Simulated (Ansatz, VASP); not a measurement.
# ZnCdH4 in VASP and in Ansatz

```
Zn Cd H
1.0
     3.30414    0.00000    0.00000
     0.00000    3.30414    0.00000
     0.00000    0.00000    5.87813
Zn Cd H
1 1 4
Cartesian
  0.0000 0.0000 0.0000
  1.6521 1.6521 2.9391
  0.0000 0.0000 4.1016
  1.6521 0.0000 0.0000
  0.0000 1.6521 0.0000
  0.0000 0.0000 1.7765
```

Alike in both runs: functional PBE; k mesh 4 × 4 × 4; occupations gaussian, width 0.1 eV; no spin polarisation.

Ansatz relaxed the structure, and its values are those at the end. VASP's run is a single point on that final structure, the one shown.

|  | VASP | Ansatz |
| --- | --- | --- |
| version | VASP 6.6.1 | Ansatz 0.2.0 |
| potentials or method | VASP PAW PBE potentials, release 64 (Zn, Cd, H), cutoff 520 eV | scalar-relativistic, plane waves, PAW |
| valence electrons in the cell | 28 | 36 |

```tsv
	VASP	Ansatz	Ansatz less VASP
gap on the k mesh at the Fermi level (eV)	none	none	-
pressure (GPa)	0.2	0.0	-0.14
rms of the force components (eV/Å)	0.007	0.001	-0.0057
```

A gap of «none» marks a metal or a gap that the smearing closes. VASP's potentials hold 28 valence electrons a cell and Ansatz's 36, so a difference there can come from the potentials and not from the codes.

The k mesh is coarse, so the values compare programs but aren't converged.
